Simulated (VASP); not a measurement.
A run of VASP 6.6.1 is set up as follows.

File INCAR:

```
  ALGO = Normal
  EDIFF = 1E-6
  ENCUT = 520
  GGA = PE
  ISIF = 2
  ISMEAR = 0
  LASPH = T
  LCHARG = F
  LREAL = F
  LWAVE = F
  NBANDS = 27
  NELM = 60
  PREC = Accurate
  SIGMA = 0.05
```

KPOINTS

```
k-points
0
Gamma
  8 8 8
```

The input POSCAR:

```
KTaO3
1.0
    3.8368901657      0.0000000000      0.0000000000
    0.0000000000      4.0248506931      0.0000000000
    0.0000000000      0.0000000000      4.0248506931
K Ta O
1 1 3
Direct
    0.5000000000      0.5000000000      0.5000000000
    0.0000000000      0.0000000000      0.0000000000
    0.5000000000      0.0000000000      0.0000000000
    0.0000000000      0.5000000000      0.0000000000
    0.0000000000      0.0000000000      0.5000000000
```

Potentials or basis: VASP PAW PBE potentials, release 64 (K_sv, Ta_pv, O).

Command:

```bash
$ cat potpaw_PBE.64/K_sv/POTCAR potpaw_PBE.64/Ta_pv/POTCAR potpaw_PBE.64/O/POTCAR > POTCAR
$ mpirun -np 1 vasp_std > vasp.out
```

Problem. Predict the band gap on the k mesh.

Solution. 2.13 eV, indirect (least direct gap 2.72 eV).

Problem. Estimate the pressure.

Solution. 11.7 GPa.

Stress tensor (GPa, compression positive):
```
25.96  0.00  0.00
 0.00  4.52  0.00
 0.00  0.00  4.52
```

Caveat: the cell differs from its parent crystal (normal strain along x -0.0467, normal strain along y +0.0000); spin-orbit coupling is left out, which moves the levels of the heavy elements. A k mesh can miss the band edges.
